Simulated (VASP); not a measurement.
# Ge (P6_3/mmc) in VASP: further runs

The runs below take Ge through single point, with r2SCAN.

Everything below comes from runs of VASP 6.6.1. Logs are shortened: lines on timing, memory, paths and dates and some standing lists are left out, and cuts for length are marked.

## Step 1: The cell of the first run

The structure is hexagonal, space group P6_3/mmc (No. 194). Conventional cell: a = 4.116 Å, b = 4.116 Å, c = 6.603 Å, α = 90.00°, β = 90.00°, γ = 120.00°. Within 3.3 Å of Ge (site symmetry 3m) lie 4 Ge at 2.47 to 2.52 Å.

This isn't the form of Ge at room conditions, which is diamond.

## Step 2: Single point, r2SCAN (strain +0.030 along x and y, +0.000 along z)

The input, POSCAR:

```
Ge
1.0
    4.1155181624      0.0000000000      0.0000000000
   -2.0577590812      3.5641432784      0.0000000000
    0.0000000000      0.0000000000      6.6027109586
Ge
4
Direct
    0.6666666667      0.3333333333      0.0629814339
    0.3333333333      0.6666666667      0.5629814339
    0.6666666667      0.3333333333      0.4370185661
    0.3333333333      0.6666666667      0.9370185661
```

The input, INCAR.step1:

```
SYSTEM = Ge
PREC     = Accurate       ! precision mode
ENCUT    = 520            ! plane-wave cutoff, eV
ISMEAR   = 0              ! smearing method
SIGMA    = 0.03           ! smearing width, eV
LREAL    = .FALSE.        ! projectors in reciprocal space
LASPH    = .TRUE.         ! aspherical terms in the spheres
NELM     = 60             ! most SCF steps
NBANDS   = 36             ! bands
GGA      = PE             ! functional
ALGO     = Normal         ! electronic algorithm
EDIFF    = 1E-4           ! SCF threshold, eV
LWAVE    = .TRUE.         ! write WAVECAR
LCHARG   = .FALSE.        ! write CHGCAR
```

The input, INCAR.step2:

```
SYSTEM = Ge
PREC     = Accurate       ! precision mode
ENCUT    = 520            ! plane-wave cutoff, eV
EDIFF    = 1E-6           ! SCF threshold, eV
ISMEAR   = 0              ! smearing method
SIGMA    = 0.03           ! smearing width, eV
LREAL    = .FALSE.        ! projectors in reciprocal space
LASPH    = .TRUE.         ! aspherical terms in the spheres
NELM     = 60             ! most SCF steps
ALGO     = Normal         ! electronic algorithm
ISIF     = 2              ! what is computed and relaxed
LWAVE    = .FALSE.        ! write WAVECAR
LCHARG   = .FALSE.        ! write CHGCAR
METAGGA  = R2SCAN         ! meta-GGA
LMIXTAU  = .TRUE.       
NBANDS   = 36             ! bands
ISTART   = 1
```

The input, KPOINTS:

```
Automatic mesh
0
G
  12 12 6
  0 0 0
```

Potentials or basis: VASP PAW PBE potentials, release 64 (Ge_d).

Started as:

```sh
> cat potpaw_PBE.64/Ge_d/POTCAR > POTCAR
> cp INCAR.step1 INCAR
> mpirun -np 1 vasp_std > vasp.out
> cp INCAR.step2 INCAR
> mpirun -np 1 vasp_std > vasp.out
```

OUTCAR:

```text
SYSTEM = Ge
   PREC = Accurate
   ENCUT = 520
   EDIFF = 1E-6
   ISMEAR = 0
   LREAL = .FALSE.
   LASPH = .TRUE.
   NELM = 60
   ISIF = 2
   METAGGA = R2SCAN
   ISTART = 1

 ion  position               nearest neighbor table
   1  0.667  0.333  0.063-   3 2.47   4 2.52   4 2.52   4 2.52
   2  0.333  0.667  0.563-   4 2.47   3 2.52   3 2.52   3 2.52
   3  0.667  0.333  0.437-   1 2.47   2 2.52   2 2.52   2 2.52
   4  0.333  0.667  0.937-   2 2.47   1 2.52   1 2.52   1 2.52

  LATTYP: Found a hexagonal cell.
 ALAT       =     4.1155181624
 C/A-ratio  =     1.6043449933

  Lattice vectors:

 A1 = (   4.1155181624,   0.0000000000,   0.0000000000)
 A2 = (  -2.0577590812,   3.5641432784,   0.0000000000)
 A3 = (   0.0000000000,   0.0000000000,   6.6027109586)

Analysis of symmetry for initial positions (statically):
=====================================================================
 Subroutine PRICEL returns:
 Original cell was already a primitive cell.

 Routine SETGRP: Setting up the symmetry group for a
 hexagonal supercell.

 Subroutine GETGRP returns: Found 24 space group operations
 (whereof 12 operations were pure point group operations)
 out of a pool of 24 trial point group operations.

The static configuration has the point symmetry D_3d.
 The point group associated with its full space group is D_6h.

Analysis of symmetry for dynamics (positions and initial velocities):
=====================================================================
 Subroutine PRICEL returns:
 Original cell was already a primitive cell.

 Routine SETGRP: Setting up the symmetry group for a
 hexagonal supercell.

 Subroutine GETGRP returns: Found 24 space group operations
 (whereof 12 operations were pure point group operations)
 out of a pool of 24 trial point group operations.

The dynamic configuration has the point symmetry D_3d.
 The point group associated with its full space group is D_6h.

 Subroutine INISYM returns: Found 24 space group operations
 (whereof 12 operations are pure point group operations),
 and found     1 'primitive' translations

----------------------------------------------------------------------------------------

                                     Primitive cell

  volume of cell :      96.8505

  direct lattice vectors                    reciprocal lattice vectors
     4.115518162  0.000000000  0.000000000     0.242982769  0.140286167  0.000000000
    -2.057759081  3.564143278  0.000000000     0.000000000  0.280572334  0.000000000
     0.000000000  0.000000000  6.602710959     0.000000000  0.000000000  0.151452942

  length of vectors
     4.115518162  4.115518162  6.602710959     0.280572334  0.280572334  0.151452942

  position of ions in fractional coordinates (direct lattice)
     0.666666667  0.333333333  0.062981434
     0.333333333  0.666666667  0.562981434
     0.666666667  0.333333333  0.437018566
     0.333333333  0.666666667  0.937018566

  ion indices of the primitive-cell ions
   primitive index   ion index
                 1           1
                 2           2
                 3           3
                 4           4

----------------------------------------------------------------------------------------

 KPOINTS: Automatic mesh

Automatic generation of k-mesh.
 Grid dimensions read from file:
 generate k-points for:   12   12    6

 Generating k-lattice:

  Cartesian coordinates                     Fractional coordinates (reciprocal lattice)
     0.020248564  0.011690514  0.000000000     0.083333333  0.000000000  0.000000000
     0.000000000  0.023381028  0.000000000     0.000000000  0.083333333  0.000000000
     0.000000000  0.000000000  0.025242157     0.000000000  0.000000000  0.166666667

  Length of vectors
     0.023381028  0.023381028  0.025242157

  Shift w.r.t. Gamma in fractional coordinates (k-lattice)
     0.000000000  0.000000000  0.000000000

 Subroutine IBZKPT returns following result:
 ===========================================

 Found     76 irreducible k-points:

 Following reciprocal coordinates:
            Coordinates               Weight
  0.000000  0.000000  0.000000      1.000000
  0.083333  0.000000  0.000000      6.000000
  0.166667  0.000000  0.000000      6.000000
  0.250000  0.000000  0.000000      6.000000
  0.333333  0.000000  0.000000      6.000000
  0.416667  0.000000  0.000000      6.000000
[... 16 lines left out ...]
  0.250000  0.000000  0.166667     12.000000
  0.333333  0.000000  0.166667     12.000000
 [... further k-points ...]
   k-points           NKPTS =     76   k-points in BZ     NKDIM =     76   number of bands    NBANDS=     36
   number of dos      NEDOS =    301   number of ions     NIONS =      4
   total plane-waves  NPLWV =  51200
   dimension x,y,z NGX =    32 NGY =   32 NGZ =   50
   dimension x,y,z NGXF=    64 NGYF=   64 NGZF=  100
   ions per type =               4
   NGX,Y,Z   is equivalent  to a cutoff of  12.93, 12.93, 12.59 a.u.
   NGXF,Y,Z  is equivalent  to a cutoff of  25.85, 25.85, 25.18 a.u.
 SYSTEM =  Ge
   PREC   = accura    normal or accurate (medium, high low for compatibility)
   ISTART =      1    job   : 0-new  1-cont  2-samecut
   ICHARG =      0    charge: 1-file 2-atom 10-const
   ISPIN  =      1    spin polarized calculation?
   LNONCOLLINEAR =      F non collinear calculations
   LSORBIT =      F    spin-orbit coupling
   LASPH  =      T    aspherical Exc in radial PAW
   ENCUT  =  520.0 eV  38.22 Ry    6.18 a.u.   7.65  7.65 12.28*2*pi/ulx,y,z
   NELM   =     60;   NELMIN=  2; NELMDL=  0     # of ELM steps
   EDIFF  = 0.1E-05   stopping-criterion for ELM
   LREAL  =      F    real-space projection
   EDIFFG = 0.1E-04   stopping-criterion for IOM
   NSW    =      0    number of steps for IOM
   IBRION =     -1    ionic relax: 0-MD 1-quasi-New 2-CG
   NFREE  =      0    steps in history (QN), initial steepest desc. (CG)
   ISIF   =      2    stress and relaxation
   ISYM   =      2    0-nonsym 1-usesym 2-fastsym
   POTIM  = 0.5000    time-step for ionic-motion
   TEBEG  =    0.0;   TEEND  =   0.0 temperature during run
   PSTRESS=    0.0 pullay stress
   NELECT =      56.0000    total number of electrons
   NUPDOWN=      -1.0000    fix difference up-down
   EMIN   =  10.00;   EMAX   =-10.00  energy-range for DOS
   EFERMI =   0.00;   METHOD = LEGACY
   ISMEAR =     0;   SIGMA  =   0.03  broadening in eV -4-tet -1-fermi 0-gaus
   EFERMI_NEDOS =   21; number of points for ismear=-14 and -15
   IALGO  =     38    algorithm
   IMIX   =      4    mixing-type and parameters
     AMIX     =   0.40;   BMIX     =  1.00
     AMIX_MAG =   1.60;   BMIX_MAG =  1.00
  volume/ion in A,a.u.               =      24.21       163.39
  Fermi-wavevector in a.u.,A,eV,Ry     =   1.363861  2.577324 25.308435  1.860117
  Thomas-Fermi vector in A             =   2.490227
   LORBIT       =      0    0 simple, 1 ext, 2 COOP (PROOUT), +10 PAW based schemes
   METAGGA = R2SCAN    functional components
   LHFCALC =     F    Hartree Fock is set to
   AEXX    =    0.0000 exact exchange contribution
   IVDW    =     0    specifies the selected vdW correction
   LEPSILON=     F    determine dielectric tensor
   LRPA    =     F    only Hartree local field effects (RPA)
 non-spin polarized calculation
 Gauss-broadening in eV      SIGMA  =   0.03
  energy-cutoff  :      520.00
  volume of cell :       96.85
 maximum number of plane-waves:      2635
 NGX is ok and might be reduce to    32
   NGX = 15   NGY = 15   NGZ = 25

 number of electron      56.0000020 magnetization

 Free energy of the ion-electron system (eV)
  ---------------------------------------------------
  ext. energy  EPLUGINS =         0.00000000
  ---------------------------------------------------
  free energy    TOTEN  =       -55.32825615 eV

  energy without entropy =      -55.32814665  energy(sigma->0) =      -55.32820140

 E-fermi :   4.1988     XC(G=0): -10.4657

 val. band max:        4.1894676804   @ k =   0.0833   0.0000   0.0000
 cond. band min:       4.3404681887   @ k =   0.0000   0.0000   0.0000
 fundamental gap:      0.1510005084
 Fermi energy:         4.1987961598

 k-point     1 :       0.0000    0.0000    0.0000
  band No.  band energies     occupation
      1     -21.2710      2.00000
      2     -21.2710      2.00000
      3     -21.2610      2.00000
      4     -21.2440      2.00000
      5     -21.2316      2.00000
      6     -21.2316      2.00000
[... 28 lines left out ...]
     35       8.9322      0.00000
     36      10.7113      0.00000

 k-point     2 :       0.0833    0.0000    0.0000
  band No.  band energies     occupation
      1     -21.2778      2.00000
      2     -21.2723      2.00000
      3     -21.2635      2.00000
      4     -21.2360      2.00000
      5     -21.2341      2.00000
      6     -21.2318      2.00000
[... 28 lines left out ...]
     35       9.2298      0.00000
     36      10.9951      0.00000

 k-point     3 :       0.1667    0.0000    0.0000
  band No.  band energies     occupation
      1     -21.2879      2.00000
      2     -21.2752      2.00000
      3     -21.2693      2.00000
      4     -21.2396      2.00000
      5     -21.2314      2.00000
      6     -21.2245      2.00000
[... 28 lines left out ...]
     35      10.0130      0.00000
     36      10.4011      0.00000

 k-point     4 :       0.2500    0.0000    0.0000
  band No.  band energies     occupation
      1     -21.2949      2.00000
      2     -21.2778      2.00000
      3     -21.2762      2.00000
      4     -21.2453      2.00000
      5     -21.2289      2.00000
      6     -21.2155      2.00000
[... 28 lines left out ...]
     35      10.5945      0.00000
     36      11.0892      0.00000

 k-point     5 :       0.3333    0.0000    0.0000
  band No.  band energies     occupation
      1     -21.2981      2.00000
      2     -21.2829      2.00000
      3     -21.2793      2.00000
      4     -21.2496      2.00000
      5     -21.2238      2.00000
      6     -21.2086      2.00000
[... 655 lines left out ...]
 k-point    22 :       0.1667    0.0000    0.1667
  band No.  band energies     occupation
      1     -21.2854      2.00000
      2     -21.2734      2.00000
      3     -21.2674      2.00000
      4     -21.2435      2.00000
      5     -21.2363      2.00000
      6     -21.2256      2.00000
[... 28 lines left out ...]
     35       9.7894      0.00000
     36      10.8079      0.00000

 k-point    23 :       0.2500    0.0000    0.1667
  band No.  band energies     occupation
      1     -21.2921      2.00000
      2     -21.2761      2.00000
      3     -21.2739      2.00000
      4     -21.2484      2.00000
      5     -21.2332      2.00000
      6     -21.2164      2.00000
[... 28 lines left out ...]
     35      10.6492      0.00000
     36      10.8317      0.00000

 k-point    24 :       0.3333    0.0000    0.1667
  band No.  band energies     occupation
      1     -21.2951      2.00000
      2     -21.2803      2.00000
      3     -21.2777      2.00000
      4     -21.2523      2.00000
      5     -21.2275      2.00000
      6     -21.2092      2.00000
[... 28 lines left out ...]
     35      11.2599      0.00000
     36      11.9448      0.00000

 [... further k-points ...]
[... 5 lines left out ...]
  --------------------------------------------------------------------------------------
  -------------------------------------------------------------------------------------
  Total       -3.0391039     -3.0391039     -0.1854537      0.0000000     -0.0000000      0.0000000
  in kB      -50.2752410    -50.2752410     -3.0679205      0.0000000     -0.0000000      0.0000000
  external PRESSURE =     -34.5394675 kB  Pullay stress =       0.0000000 kB

 VOLUME and BASIS-vectors are now :
 -----------------------------------------------------------------------------
  energy-cutoff  :      520.00
  volume of cell :       96.85
      direct lattice vectors                 reciprocal lattice vectors
     4.115518162  0.000000000  0.000000000     0.242982769  0.140286167  0.000000000
    -2.057759081  3.564143278  0.000000000     0.000000000  0.280572334  0.000000000
     0.000000000  0.000000000  6.602710959     0.000000000  0.000000000  0.151452942

 POSITION                                       TOTAL-FORCE (eV/Angst)
 -----------------------------------------------------------------------------------
      2.05776      1.18805      0.41585        -0.000000      0.000000     -0.242234
     -0.00000      2.37610      3.71720         0.000000      0.000000     -0.242234
      2.05776      1.18805      2.88551        -0.000000     -0.000000      0.242234
     -0.00000      2.37610      6.18686         0.000000      0.000000      0.242234
 -----------------------------------------------------------------------------------
    total drift:                               -0.000000      0.000000     -0.000000

  FREE ENERGIE OF THE ION-ELECTRON SYSTEM (eV)
  ---------------------------------------------------
  free  energy   TOTEN  =       -55.3282561515 eV

  energy  without entropy=      -55.3281466497  energy(sigma->0) =      -55.32820140
```

It took 10 min on 1 thread of Intel Xeon Platinum 8259CL at 2.50GHz (Skylake/Cascade Lake), shared host; peak memory 0.34 GiB.

Results:

| Quantity | Value |
| --- | --- |
| Free energy | -55.3283 eV |
| Pressure | -3.5 GPa |
| Largest force | 0.242 eV/Å |
| Band gap on the k mesh | zero (bands 28 and 29 overlap by 0.05 eV) |

Forces on the atoms (eV/Å):
```
Ge   0.000  0.000 -0.242
Ge   0.000  0.000 -0.242
Ge   0.000  0.000  0.242
Ge   0.000  0.000  0.242
```

Levels at points of the mesh, in eV from the Fermi level:
| k point | band 24 | band 25 | band 26 | band 27 | band 28 | band 29 | band 30 | band 31 | band 32 | band 33 |
| --- | --- | --- | --- | --- | --- | --- | --- | --- | --- | --- |
| (0.00, 0.00, 0.00) | -1.58 | -1.58 | -0.21 | -0.14 | -0.13 | 0.14 | 0.14 | 2.28 | 2.28 | 3.19 |
| (0.50, 0.00, 0.00) | -6.69 | -4.47 | -3.08 | -2.72 | -1.35 | 0.69 | 1.86 | 3.82 | 3.89 | 4.84 |
| (0.00, 0.00, 0.50) | -4.79 | -0.92 | -0.92 | -0.92 | -0.92 | 0.62 | 0.62 | 3.47 | 3.47 | 3.47 |
| (0.50, 0.00, 0.50) | -7.87 | -2.41 | -2.41 | -2.38 | -2.38 | 0.73 | 0.73 | 2.53 | 2.53 | 6.32 |

Caveat: the cell differs from its parent crystal (strain +0.030 along x and y, +0.000 along z); the cell stands under tension; semilocal functionals underestimate gaps, so a narrow gap can read as zero; the PAW data sets were made with another functional, which shifts forces and pressure a little.

## Step 3: Single point, r2SCAN (strain +0.015 along x and y, +0.030 along z)

The input, POSCAR:

```
Ge
1.0
    4.0555834319      0.0000000000      0.0000000000
   -2.0277917160      3.5122382792      0.0000000000
    0.0000000000      0.0000000000      6.8007922874
Ge
4
Direct
    0.6666666667      0.3333333333      0.0629814339
    0.3333333333      0.6666666667      0.5629814339
    0.6666666667      0.3333333333      0.4370185661
    0.3333333333      0.6666666667      0.9370185661
```

The input, INCAR.step1:

```
PREC = Accurate
ENCUT = 520
ISMEAR = 0
SIGMA = 0.03
LREAL = False
LASPH = True
NELM = 80
NBANDS = 36
GGA = PE
ALGO = Normal
EDIFF = 1E-4
LWAVE = True
LCHARG = False
```

The input, INCAR.step2:

```
PREC = Accurate
ENCUT = 520
EDIFF = 1E-7
ISMEAR = 0
SIGMA = 0.03
LREAL = False
LASPH = True
NELM = 80
ALGO = Normal
ISIF = 2
LWAVE = False
LCHARG = False
METAGGA = R2SCAN
LMIXTAU = True
NBANDS = 36
ISTART = 1
```

The input, KPOINTS:

```
Automatic mesh
0
Gamma
  12 12 6
```

Potentials or basis: VASP PAW PBE potentials, release 64 (Ge_d).

Started as:

```sh
> cat potpaw_PBE.64/Ge_d/POTCAR > POTCAR
> cp INCAR.step1 INCAR
> mpirun -np 1 vasp_std > vasp.out
> cp INCAR.step2 INCAR
> mpirun -np 1 vasp_std > vasp.out
```

Run time: 18 min. Hardware: 1 thread of Intel Xeon Platinum 8259CL at 2.50GHz (Skylake/Cascade Lake), shared host; peak memory 0.34 GiB.

Results (log left out):

| Item | Value |
| --- | --- |
| Free energy | -55.3486 eV |
| Pressure | -3.6 GPa |
| Largest force | 0.081 eV/Å |
| Band gap on the k mesh | zero (filled and empty bands touch) |

Forces on the atoms (eV/Å):
```
Ge   0.000  0.000  0.081
Ge   0.000  0.000  0.081
Ge   0.000  0.000 -0.081
Ge   0.000  0.000 -0.081
```

Stress tensor (GPa, compression positive):
```
-2.84  0.00  0.00
 0.00 -2.84  0.00
 0.00  0.00 -5.08
```

Levels at points of the mesh, in eV from the Fermi level:
```
           k point  band 25  band 26  band 27  band 28  band 29  band 30  band 31  band 32
(0.00, 0.00, 0.00)    -1.49    -0.35    -0.28     0.00     0.00     0.06     2.40     2.40
(0.50, 0.00, 0.00)    -4.53    -3.07    -2.77    -1.57     0.76     1.58     3.68     3.88
(0.00, 0.00, 0.50)    -0.90    -0.90    -0.90    -0.90     0.76     0.76     3.47     3.47
(0.50, 0.00, 0.50)    -2.65    -2.65    -2.45    -2.45     0.57     0.57     2.29     2.29
```

Caveat: the cell differs from its parent crystal (strain +0.015 along x and y, +0.030 along z); the cell stands under tension; semilocal functionals underestimate gaps, so a narrow gap can read as zero; the PAW data sets were made with another functional, which shifts forces and pressure a little.

[end of part 1 of 2]
